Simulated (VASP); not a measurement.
Here is a VASP 6.6.1 calculation.

File INCAR:

```
SYSTEM = MnAs
ALGO = Normal ; EDIFF = 1E-7
ENCUT = 520 ; GGA = PE
ISIF = 2 ; ISMEAR = 0
ISPIN = 2 ; LASPH = .True.
LCHARG = .True. ; LELF = .True.
LMAXMIX = 4 ; LORBIT = 11
LREAL = .False. ; LVHAR = .True.
LWAVE = .False. ; MAGMOM = 3.46 3.46 -0.14 -0.14
NBANDS = 30 ; NELM = 150
PREC = Accurate ; SIGMA = 0.1
```

Contents of KPOINTS:

```
k-points
0
Gamma
  12 12 8
  0 0 0
```

The input POSCAR:

```
MnAs
1.0
    3.6560466426      0.0000000000      0.0000000000
   -1.8280233213      3.1662292699      0.0000000000
    0.0000000000      0.0000000000      5.5024475078
Mn As
2 2
Direct
    0.0000000000      0.0000000000      0.0000000000
    0.0000000000      0.0000000000      0.5000000000
    0.3333333333      0.6666666667      0.2500000000
    0.6666666667      0.3333333333      0.7500000000
```

Potentials or basis: VASP PAW PBE potentials, release 64 (Mn_pv, As).

Run with:

```sh
$ cat potpaw_PBE.64/Mn_pv/POTCAR potpaw_PBE.64/As/POTCAR > POTCAR
$ mpirun -np 1 vasp_std > vasp.out
```

Problem. What does it give for the site moments?

Solution. Mn +2.91; As -0.12 μB.

Problem. Estimate the pressure.

Solution. 0.2 GPa.

Problem. Predict the net moment.

Solution. 5.68 μB per cell.
